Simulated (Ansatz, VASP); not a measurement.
## BaTiO3: VASP beside Ansatz

INCAR

```
SYSTEM = BaTiO3
PREC = Accurate
ENCUT = 520
EDIFF = 1E-6
ISMEAR = 0
SIGMA = 0.05
LREAL = .False.
LASPH = .True.
NELM = 150
ALGO = Normal
ISIF = 2
LWAVE = .False.
LCHARG = .False.
LMAXMIX = 4
LDAU = .True.
LDAUTYPE = 2
LDAUL = -1 2 -1
LDAUU = 0 4 0
LDAUJ = 0 0 0
LDAUPRINT = 1
GGA = PE
NBANDS = 28
```

The input KPOINTS:

```
regular mesh
0
Gamma
  6 6 6
  0 0 0
```

The input POSCAR:

```
BaTiO3
1.0
    2.8603720851      1.6514365933      2.3460535783
   -2.8603720851      1.6514365933      2.3460535783
    0.0000000000     -3.3028731867      2.3460535783
Ba Ti O
1 1 3
Direct
    0.0026800181      0.0026800181      0.0026800181
    0.5341116371      0.5341116371      0.5341116371
    0.4903227049      0.4903227049      0.9825753212
    0.4903227049      0.9825753212      0.4903227049
    0.9825753212      0.4903227049      0.4903227049
```

Input for Ansatz:

```yaml
crystal:
  lattice:
    - [2.8603720851, 1.6514365933, 2.3460535783]
    - [-2.8603720851, 1.6514365933, 2.3460535783]
    - [0.0, -3.3028731867, 2.3460535783]
  atoms:
    - { symbol: Ba, position: [0.0026800181, 0.0026800181, 0.0026800181] }
    - { symbol: Ti, position: [0.5341116371, 0.5341116371, 0.5341116371] }
    - { symbol: O, position: [0.4903227049, 0.4903227049, 0.9825753212] }
    - { symbol: O, position: [0.4903227049, 0.9825753212, 0.4903227049] }
    - { symbol: O, position: [0.9825753212, 0.4903227049, 0.4903227049] }
basis:
  ecutwfc: 420
kpoints:
  mp_grid: { grid: [6, 6, 6] }
hamiltonian:
  xc: pbe
  hubbard: { sites: [{ species: Ti, l: d, u_eff: 4.0 }] }
scf:
  occupations: { method: gaussian, width: 0.05 }
output:
  forces: true
  stress: true
  eigenvalues: true
```

Alike in both runs: task single point; functional PBE; k mesh 6 × 6 × 6; occupations gaussian, width 0.05 eV; no spin polarisation; Hubbard terms Ti d U = 4.0 eV.

|  | VASP | Ansatz |
| --- | --- | --- |
| version | VASP 6.6.1 | Ansatz 0.2.0 |
| potentials or method | VASP PAW PBE potentials, release 64 (Ba_sv, Ti_sv, O), cutoff 520 eV | scalar-relativistic, plane waves, PAW |
| valence electrons in the cell | 40 | 40 |

```tsv
	VASP	Ansatz	Ansatz less VASP
gap on the k mesh at the Fermi level (eV)	3.37	3.37	+0.004
least direct gap on the mesh (eV)	3.92	3.90	-0.017
pressure (GPa)	8.3	4.5	-3.77
traceless stress, the component that is largest in VASP (GPa)	-0.07	0.80	+0.864
rms of the force components (eV/Å)	0.841	0.530	-0.3105
```

The programs project onto different local orbitals, so the same U acts differently, and such runs can settle in different states. Atom by atom the forces differ by 0.341 eV/Å (rms over components).

Neither program's run includes spin-orbit coupling.
